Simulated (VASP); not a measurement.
# BN (F-43m) in VASP: notebook

BN is run at these levels: PBE; tasks: G0W0 quasiparticle levels.

Everything below comes from runs of VASP 6.6.1. Logs are shortened: lines on timing, memory, paths and dates and some standing lists are left out, and cuts for length are marked.

**1. The cell of the first run**

It takes space group F-43m (No. 216, cubic). The conventional cell has a = 3.646 Å, b = 3.646 Å, c = 3.646 Å, α = 90.00°, β = 90.00°, γ = 90.00°. Within 2.1 Å of B (site symmetry -43m) lie 4 N at 1.58 Å. Within 2.1 Å of N (site symmetry -43m) lie 4 B at 1.58 Å.

**2. G0W0 quasiparticle levels, PBE**

Input file POSCAR:

```
BN
1.0
    0.0000000000      1.8228737197      1.8228737197
    1.8228737197      0.0000000000      1.8228737197
    1.8228737197      1.8228737197      0.0000000000
B N
1 1
Direct
    0.0000000000      0.0000000000      0.0000000000
    0.2500000000      0.2500000000      0.2500000000
```

Input file INCAR.step1:

```
PREC = Accurate
ENCUT = 500
EDIFF = 1E-8
ISMEAR = 0
SIGMA = 0.01
LREAL = F
LASPH = T
NELM = 100
ALGO = Normal
LWAVE = T
LCHARG = F
GGA = PE
```

Input file INCAR.step2:

```
PREC = Accurate
ENCUT = 500
EDIFF = 1E-8
ISMEAR = 0
SIGMA = 0.01
LREAL = F
LASPH = T
NELM = 1
ALGO = Exact
LWAVE = T
LCHARG = F
GGA = PE
NBANDS = 54
LOPTICS = T
ISTART = 1
```

Input file INCAR.step3:

```
PREC = Accurate
ENCUT = 500
EDIFF = 1E-8
ISMEAR = 0
SIGMA = 0.01
LREAL = F
LASPH = T
ALGO = EVGW0
LWAVE = F
LCHARG = F
GGA = PE
NELMGW = 1
NBANDS = 54
ENCUTGW = 150.0
NOMEGA = 48
PRECFOCK = Fast
ISTART = 1
NBANDSGW = 12
```

Input file KPOINTS:

```
Automatic mesh
0
Gamma
  6 6 6
```

Potentials or basis: VASP PAW PBE potentials, release 64 (B_GW, N_GW).

Launch:

```bash
> cat potpaw_PBE.64/B_GW/POTCAR potpaw_PBE.64/N_GW/POTCAR > POTCAR
> cp INCAR.step1 INCAR
> mpirun -np 1 vasp_std > vasp.out
> cp INCAR.step2 INCAR
> mpirun -np 1 vasp_std > vasp.out
> cp INCAR.step3 INCAR
> mpirun -np 1 vasp_std > vasp.out
```

OUTCAR:

```text
PREC = Accurate
   ENCUT = 500
   EDIFF = 1E-8
   ISMEAR = 0
   LREAL = F
   LASPH = T
   GGA = PE
   NELMGW = 1
   ENCUTGW = 150.0
   PRECFOCK = Fast
   ISTART = 1

 ion  position               nearest neighbor table
   1  0.000  0.000  0.000-   2 1.58   2 1.58   2 1.58   2 1.58
   2  0.250  0.250  0.250-   1 1.58   1 1.58   1 1.58   1 1.58

  LATTYP: Found a face centered cubic cell.
 ALAT       =     3.6457474394

  Lattice vectors:

 A1 = (   0.0000000000,   1.8228737197,   1.8228737197)
 A2 = (   1.8228737197,   0.0000000000,   1.8228737197)
 A3 = (   1.8228737197,   1.8228737197,   0.0000000000)

Analysis of symmetry for initial positions (statically):
=====================================================================
 Subroutine PRICEL returns:
 Original cell was already a primitive cell.

 Routine SETGRP: Setting up the symmetry group for a
 face centered cubic supercell.

 Subroutine GETGRP returns: Found 24 space group operations
 (whereof 24 operations were pure point group operations)
 out of a pool of 48 trial point group operations.

The static configuration has the point symmetry T_d .

Analysis of symmetry for dynamics (positions and initial velocities):
=====================================================================
 Subroutine PRICEL returns:
 Original cell was already a primitive cell.

 Routine SETGRP: Setting up the symmetry group for a
 face centered cubic supercell.

 Subroutine GETGRP returns: Found 24 space group operations
 (whereof 24 operations were pure point group operations)
 out of a pool of 48 trial point group operations.

The dynamic configuration has the point symmetry T_d .

 Subroutine INISYM returns: Found 24 space group operations
 (whereof 24 operations are pure point group operations),
 and found     1 'primitive' translations

----------------------------------------------------------------------------------------

                                     Primitive cell

  volume of cell :      12.1143

  direct lattice vectors                    reciprocal lattice vectors
     0.000000000  1.822873720  1.822873720    -0.274292176  0.274292176  0.274292176
     1.822873720  0.000000000  1.822873720     0.274292176 -0.274292176  0.274292176
     1.822873720  1.822873720  0.000000000     0.274292176  0.274292176 -0.274292176

  length of vectors
     2.577932737  2.577932737  2.577932737     0.475087986  0.475087986  0.475087986

  position of ions in fractional coordinates (direct lattice)
     0.000000000  0.000000000  0.000000000
     0.250000000  0.250000000  0.250000000

  ion indices of the primitive-cell ions
   primitive index   ion index
                 1           1
                 2           2

----------------------------------------------------------------------------------------

 KPOINTS: Automatic mesh

Automatic generation of k-mesh.
 Grid dimensions read from file:
 generate k-points for:    6    6    6

 Generating k-lattice:

  Cartesian coordinates                     Fractional coordinates (reciprocal lattice)
    -0.045715363  0.045715363  0.045715363     0.166666667  0.000000000  0.000000000
     0.045715363 -0.045715363  0.045715363     0.000000000  0.166666667  0.000000000
     0.045715363  0.045715363 -0.045715363     0.000000000  0.000000000  0.166666667

  Length of vectors
     0.079181331  0.079181331  0.079181331

  Shift w.r.t. Gamma in fractional coordinates (k-lattice)
     0.000000000  0.000000000  0.000000000

 Subroutine IBZKPT returns following result:
 ===========================================

 Found     16 irreducible k-points:

 Following reciprocal coordinates:
            Coordinates               Weight
  0.000000  0.000000  0.000000      1.000000
  0.166667  0.000000  0.000000      8.000000
  0.333333  0.000000  0.000000      8.000000
  0.500000  0.000000  0.000000      4.000000
  0.166667  0.166667  0.000000      6.000000
  0.333333  0.166667  0.000000     24.000000
[... 8 lines left out ...]
 -0.333333  0.333333  0.166667     24.000000
 -0.333333  0.500000  0.166667     12.000000
   k-points           NKPTS =     16   k-points in BZ     NKDIM =    216   number of bands    NBANDS=     54
   number of dos      NEDOS =    301   number of ions     NIONS =      2
   total plane-waves  NPLWV =   8000
   dimension x,y,z NGX =    20 NGY =   20 NGZ =   20
   dimension x,y,z NGXF=    40 NGYF=   40 NGZF=   40
   ions per type =               1   1
   NGX,Y,Z   is equivalent  to a cutoff of  12.90, 12.90, 12.90 a.u.
   NGXF,Y,Z  is equivalent  to a cutoff of  25.80, 25.80, 25.80 a.u.
 SYSTEM =  unknown system
   PREC   = accura    normal or accurate (medium, high low for compatibility)
   ISTART =      1    job   : 0-new  1-cont  2-samecut
   ICHARG =      0    charge: 1-file 2-atom 10-const
   ISPIN  =      1    spin polarized calculation?
   LNONCOLLINEAR =      F non collinear calculations
   LSORBIT =      F    spin-orbit coupling
   LASPH  =      T    aspherical Exc in radial PAW
   ENCUT  =  500.0 eV  36.75 Ry    6.06 a.u.   4.70  4.70  4.70*2*pi/ulx,y,z
   NELM   =     60;   NELMIN=  2; NELMDL=  0     # of ELM steps
   EDIFF  = 0.1E-07   stopping-criterion for ELM
   LREAL  =      F    real-space projection
   EDIFFG = 0.1E-06   stopping-criterion for IOM
   NSW    =      0    number of steps for IOM
   IBRION =     -1    ionic relax: 0-MD 1-quasi-New 2-CG
   NFREE  =      0    steps in history (QN), initial steepest desc. (CG)
   ISIF   =      0    stress and relaxation
   ISYM   =      3    0-nonsym 1-usesym 2-fastsym
   POTIM  = 0.5000    time-step for ionic-motion
   TEBEG  =    0.0;   TEEND  =   0.0 temperature during run
   PSTRESS=    0.0 pullay stress
   NELECT =       8.0000    total number of electrons
   NUPDOWN=      -1.0000    fix difference up-down
   EMIN   =  10.00;   EMAX   =-10.00  energy-range for DOS
   EFERMI =   0.00;   METHOD = LEGACY
   ISMEAR =     0;   SIGMA  =   0.01  broadening in eV -4-tet -1-fermi 0-gaus
   EFERMI_NEDOS =   21; number of points for ismear=-14 and -15
   IALGO  =     38    algorithm
   IMIX   =      4    mixing-type and parameters
     AMIX     =   0.40;   BMIX     =  1.00
     AMIX_MAG =   1.60;   BMIX_MAG =  1.00
  volume/ion in A,a.u.               =       6.06        40.88
  Fermi-wavevector in a.u.,A,eV,Ry     =   1.425624  2.694038 27.652521  2.032403
  Thomas-Fermi vector in A             =   2.545988
   LORBIT       =      0    0 simple, 1 ext, 2 COOP (PROOUT), +10 PAW based schemes
   GGA     = PE    functional components
   LHFCALC =     T    Hartree Fock is set to
   PRECFOCK=fast      Normal, Fast or Accurate (Low or Medium for compatibility)
   ENCUT4O =  -1.0   cutoff for four orbital integrals eV
   NKREDX  =     1    reduce k-point grid by
   NKREDY  =     1    reduce k-point grid by
   NKREDZ  =     1    reduce k-point grid by
   AEXX    =    1.0000 exact exchange contribution
   HFSCREEN=    0.0000 screening length (either q_TF or 0.3 A-1)
   HFSCREENC=   0.0000 screening length for correlation (either q_TF or 0.3 A-1)
   ENCUTFOCK=  -1.0 apply spherical cutoff to Coloumb kernel
   IVDW    =     0    specifies the selected vdW correction
   LEPSILON=     F    determine dielectric tensor
   LRPA    =     F    only Hartree local field effects (RPA)
   LRPAFORCE           =     F    calculate RPA forces
   ENCUTGW             = 150.0    cutoff for response function in eV
   ENCUTGWSOFT         = 120.0    soft cutoff for Coulomb kernel in GW response function in eV
   ENCUTLF             =  -1.0    cutoff for local field effects
   NELMGW              =     1    number of iterations in solving QP/BSE equation
   NELMHF              =     1    number of iterations in the inner HF iteration
   NKREDLFX            =     1    NKREDLFY  =   1   NKREDLFZ  =   1
 non-spin polarized calculation
 Gauss-broadening in eV      SIGMA  =   0.01
  energy-cutoff  :      500.00
  volume of cell :       12.11
 maximum number of plane-waves:       331
  NGX = 12; NGY = 12; NGZ = 12
   NGX =  9   NGY =  9   NGZ =  9
 maximum number of plane-waves:        59

 QP shifts <psi_nk| G(iteration)W_0 |psi_nk>: iteration 1
 for sc-GW calculations column KS-energies equals QP-energies in previous step
 and V_xc(KS)=  KS-energies - (<T + V_ion + V_H > + <T+V_H+V_ion>^1  + <V_x>^1)

 k-point   1 :       0.0000    0.0000    0.0000
  band No.  KS-energies  QP-energies   sigma(KS)   V_xc(KS)     V^pw_x(r,r')   Z            occupation Imag(sigma)

      1     -12.7956     -14.7616     -17.9560     -15.4294     -26.3686       0.7781       2.0000       1.4639
      2       7.1511       6.3990     -19.1140     -18.2002     -21.7780       0.8231       2.0000       0.0895
      3       7.1511       6.3990     -19.1140     -18.2002     -21.7780       0.8231       2.0000       0.0895
      4       7.1511       6.3990     -19.1140     -18.2002     -21.7780       0.8231       2.0000       0.0895
      5      15.8495      17.1893     -12.0782     -13.6922      -6.9336       0.8301       0.0000      -0.1110
      6      15.8495      17.1893     -12.0782     -13.6922      -6.9336       0.8301       0.0000      -0.1110
      7      15.8495      17.1893     -12.0782     -13.6922      -6.9336       0.8301       0.0000      -0.1110
      8      17.0878      18.2739     -13.9098     -15.3693      -8.4103       0.8127       0.0000      -0.1331
      9      31.4214      31.9091     -10.7213     -11.3375      -3.2807       0.7915       0.0000      -0.6034
     10      34.6209      35.8507     -11.7184     -13.1893      -5.3755       0.8361       0.0000      -0.5875
     11      34.6209      35.8507     -11.7184     -13.1893      -5.3755       0.8361       0.0000      -0.5875
     12      35.2141      35.7384     -10.3354     -10.9694      -2.9995       0.8270       0.0000      -0.9841

 k-point   2 :       0.1667    0.0000    0.0000
  band No.  KS-energies  QP-energies   sigma(KS)   V_xc(KS)     V^pw_x(r,r')   Z            occupation Imag(sigma)
[... 225 lines left out ...]
      1      -7.1520      -8.6569     -19.4207     -17.4154     -26.8024       0.7505       2.0000       0.7111
      2      -0.8977      -2.4755     -17.3779     -15.3585     -21.9466       0.7813       2.0000       0.2017
      3       1.1034      -0.2483     -17.3969     -15.7031     -21.2768       0.7981       2.0000       0.1497
      4       1.1619      -0.1327     -16.8606     -15.2451     -20.4966       0.8014       2.0000       0.1415
      5      14.8327      15.8468     -12.5671     -13.7848      -7.7551       0.8328       0.0000      -0.1072
      6      18.9626      20.1089     -12.1885     -13.5775      -6.6911       0.8254       0.0000      -0.1323
      7      21.9147      23.4861     -13.1319     -15.1229      -6.4154       0.7893       0.0000      -0.2199
      8      23.5944      25.2499     -13.3414     -15.4598      -6.4167       0.7815       0.0000      -0.2475
      9      26.3611      27.9441     -14.0285     -16.0694      -6.7873       0.7756       0.0000      -0.3343
     10      32.5726      34.0381     -11.9234     -13.7652      -4.1689       0.7956       0.0000      -0.7520
     11      36.9565      37.9894     -11.4668     -12.7210      -4.1360       0.8236       0.0000      -0.9733
     12      40.0116      41.2922     -11.2393     -12.7981      -3.8052       0.8215       0.0000      -1.0672
```

Run time: 51 s. Hardware: 1 thread of Intel Xeon 6975P-C, shared host; peak memory 0.22 GiB.

What came out:

| Property | Result |
| --- | --- |
| Band gap on the k mesh, mean-field level | 4.43 eV, indirect (least direct gap 8.70 eV) |
| Quasiparticle gap | 5.91 eV |
| Least direct quasiparticle gap | 10.79 eV |

Caveat: the k points lie up to 0.50 Å⁻¹ apart; the cutoff is under 1.25 times the usual one of these potentials, so pressure, stress and relaxed cells hold a basis-set (Pulay) error; bands, screening cutoff and mesh are small and nothing is extrapolated, so the quasiparticle values aren't converged. A k mesh can miss the band edges.

**3. G0W0 quasiparticle levels, PBE**

This run uses another cell than the first one, of 5.53 Å³/atom, 0.914 times its volume.

Input file POSCAR:

```
BN
1.0
    0.0000000000      1.7687289557      1.7687289557
    1.7687289557      0.0000000000      1.7687289557
    1.7687289557      1.7687289557      0.0000000000
B N
1 1
Direct
    0.0000000000      0.0000000000      0.0000000000
    0.2500000000      0.2500000000      0.2500000000
```

Input file INCAR.step1:

```
ALGO = Normal
EDIFF = 1E-8
ENCUT = 500
GGA = PE
ISMEAR = 0
LASPH = T
LCHARG = F
LREAL = F
LWAVE = T
NELM = 80
PREC = Accurate
SIGMA = 0.01
```

Input file INCAR.step2:

```
ALGO = Exact
EDIFF = 1E-8
ENCUT = 500
GGA = PE
ISMEAR = 0
ISTART = 1
LASPH = T
LCHARG = F
LOPTICS = T
LREAL = F
LWAVE = T
NBANDS = 50
NELM = 1
PREC = Accurate
SIGMA = 0.01
```

Input file INCAR.step3:

```
ALGO = EVGW0
EDIFF = 1E-8
ENCUT = 500
ENCUTGW = 150.0
GGA = PE
ISMEAR = 0
ISTART = 1
LASPH = T
LCHARG = F
LREAL = F
LWAVE = F
NBANDS = 50
NBANDSGW = 12
NELMGW = 1
NOMEGA = 48
PREC = Accurate
PRECFOCK = Fast
SIGMA = 0.01
```

Input file KPOINTS:

```
k-points
0
Gamma
  6 6 6
```

Potentials or basis: VASP PAW PBE potentials, release 64 (B_GW, N_GW).

Launch:

```bash
> cat potpaw_PBE.64/B_GW/POTCAR potpaw_PBE.64/N_GW/POTCAR > POTCAR
> cp INCAR.step1 INCAR
> mpirun -np 1 vasp_std > vasp.out
> cp INCAR.step2 INCAR
> mpirun -np 1 vasp_std > vasp.out
> cp INCAR.step3 INCAR
> mpirun -np 1 vasp_std > vasp.out
```

OUTCAR:

```text
EDIFF = 1E-8
   ENCUT = 500
   ENCUTGW = 150.0
   GGA = PE
   ISMEAR = 0
   ISTART = 1
   LASPH = T
   LREAL = F
   NELMGW = 1
   PREC = Accurate
   PRECFOCK = Fast

 ion  position               nearest neighbor table
   1  0.000  0.000  0.000-   2 1.53   2 1.53   2 1.53   2 1.53
   2  0.250  0.250  0.250-   1 1.53   1 1.53   1 1.53   1 1.53

  LATTYP: Found a face centered cubic cell.
 ALAT       =     3.5374579114

  Lattice vectors:

 A1 = (   0.0000000000,   1.7687289557,   1.7687289557)
 A2 = (   1.7687289557,   0.0000000000,   1.7687289557)
 A3 = (   1.7687289557,   1.7687289557,   0.0000000000)

Analysis of symmetry for initial positions (statically):
[... 158 lines left out ...]
   ENCUTLF             =  -1.0    cutoff for local field effects
   NELMGW              =     1    number of iterations in solving QP/BSE equation
   NELMHF              =     1    number of iterations in the inner HF iteration
   NKREDLFX            =     1    NKREDLFY  =   1   NKREDLFZ  =   1
 non-spin polarized calculation
 Gauss-broadening in eV      SIGMA  =   0.01
  energy-cutoff  :      500.00
  volume of cell :       11.07
 maximum number of plane-waves:       295
  NGX = 12; NGY = 12; NGZ = 12
   NGX =  9   NGY =  9   NGZ =  9
 maximum number of plane-waves:        59

 QP shifts <psi_nk| G(iteration)W_0 |psi_nk>: iteration 1
 for sc-GW calculations column KS-energies equals QP-energies in previous step
 and V_xc(KS)=  KS-energies - (<T + V_ion + V_H > + <T+V_H+V_ion>^1  + <V_x>^1)

 k-point   1 :       0.0000    0.0000    0.0000
  band No.  KS-energies  QP-energies   sigma(KS)   V_xc(KS)     V^pw_x(r,r')   Z            occupation Imag(sigma)

      1     -12.7044     -14.7294     -18.2492     -15.6423     -26.8313       0.7768       2.0000       1.4649
      2       8.2869       7.5242     -19.4251     -18.5058     -22.1767       0.8295       2.0000       0.0904
      3       8.2869       7.5242     -19.4251     -18.5058     -22.1767       0.8295       2.0000       0.0904
      4       8.2869       7.5242     -19.4251     -18.5058     -22.1767       0.8295       2.0000       0.0904
      5      17.4197      18.8403     -12.3309     -14.0273      -7.1930       0.8374       0.0000      -0.1105
      6      17.4197      18.8403     -12.3309     -14.0273      -7.1930       0.8374       0.0000      -0.1105
      7      17.4197      18.8403     -12.3309     -14.0273      -7.1930       0.8374       0.0000      -0.1105
      8      19.7141      20.9667     -14.0649     -15.5971      -8.3281       0.8175       0.0000      -0.1436
      9      34.2796      34.8740     -10.9456     -11.6902      -3.3721       0.7981       0.0000      -0.6187
     10      36.8740      38.2194     -12.0551     -13.6566      -5.6474       0.8401       0.0000      -0.5705
     11      36.8740      38.2194     -12.0551     -13.6566      -5.6474       0.8401       0.0000      -0.5705
     12      37.4981      38.2440     -10.4945     -11.3910      -3.1678       0.8321       0.0000      -0.9057
[... 228 lines left out ...]
      1      -6.4488      -8.0376     -19.7242     -17.6188     -27.1238       0.7546       2.0000       0.6593
      2      -0.3042      -1.9355     -17.7524     -15.6811     -22.4411       0.7875       2.0000       0.2054
      3       1.6949       0.3466     -17.1940     -15.5244     -20.9784       0.8076       2.0000       0.1462
      4       1.7012       0.2860     -17.8038     -16.0435     -21.8466       0.8039       2.0000       0.1544
      5      16.3010      17.3701     -12.8784     -14.1525      -8.0523       0.8391       0.0000      -0.1073
      6      20.8164      21.9884     -12.1640     -13.5688      -6.6598       0.8343       0.0000      -0.1311
      7      24.2329      25.9028     -13.3145     -15.4120      -6.5170       0.7961       0.0000      -0.2280
      8      26.0268      27.8187     -13.6722     -15.9440      -6.6575       0.7888       0.0000      -0.2580
      9      28.8933      30.6450     -14.3190     -16.5626      -6.8998       0.7808       0.0000      -0.3552
     10      35.4148      37.0512     -12.1779     -14.2158      -4.3380       0.8030       0.0000      -0.7620
     11      39.5459      40.7053     -11.8047     -13.2050      -4.3278       0.8280       0.0000      -0.9888
     12      42.8943      44.3255     -11.5406     -13.2743      -3.9607       0.8255       0.0000      -1.0891
```

OUTCAR.step1:

```text
EDIFF = 1E-8
   ENCUT = 500
   GGA = PE
   ISMEAR = 0
   LASPH = T
[... 385 lines left out ...]
 -----------------------------------------------------------------------------------
      0.00000      0.00000      0.00000        -0.000000     -0.000000     -0.000000
      0.88436      0.88436      0.88436         0.000000      0.000000      0.000000
 -----------------------------------------------------------------------------------
    total drift:                                0.000000      0.000000     -0.000000

  FREE ENERGIE OF THE ION-ELECTRON SYSTEM (eV)
  ---------------------------------------------------
  free  energy   TOTEN  =       -17.3810307441 eV

  energy  without entropy=      -17.3810307441  energy(sigma->0) =      -17.38103074
```

OUTCAR.step2:

```text
EDIFF = 1E-8
   ENCUT = 500
   GGA = PE
   ISMEAR = 0
[... 848 lines left out ...]
  --------------------------------------------------------------------------------------------------------------
     0.00000     4.73385     4.73385     4.73385    -0.00000     0.00000    -0.00000
     1.91342     4.81821     4.81821     4.81821    -0.00000     0.00000    -0.00000
     3.82685     5.10404     5.10404     5.10404    -0.00000     0.00000    -0.00000
     5.74027     5.71798     5.71798     5.71798    -0.00000     0.00000    -0.00000
     7.65370     7.14052     7.14052     7.14052    -0.00000     0.00000    -0.00000
     9.56712    12.29248    12.29248    12.29248     0.00000     0.00000    -0.00000
[... 92 lines left out ...]
   187.51558     0.97106     0.97106     0.97106     0.00000    -0.00000     0.00000
   189.42900     0.97168     0.97168     0.97168     0.00000    -0.00000     0.00000
```

It took 43 s on 1 thread of Intel Xeon 6975P-C, shared host; peak memory 0.2 GiB.

What came out:

```
Band gap on the k mesh, mean-field level : 4.53 eV, indirect (least direct gap 9.13 eV)
Quasiparticle gap                        : 6.05 eV
Least direct quasiparticle gap           : 11.32 eV
```

Caveat: the k points lie up to 0.51 Å⁻¹ apart; the cutoff is under 1.25 times the usual one of these potentials, so pressure, stress and relaxed cells hold a basis-set (Pulay) error; bands, screening cutoff and mesh are small and nothing is extrapolated, so the quasiparticle values aren't converged. A k mesh can miss the band edges.
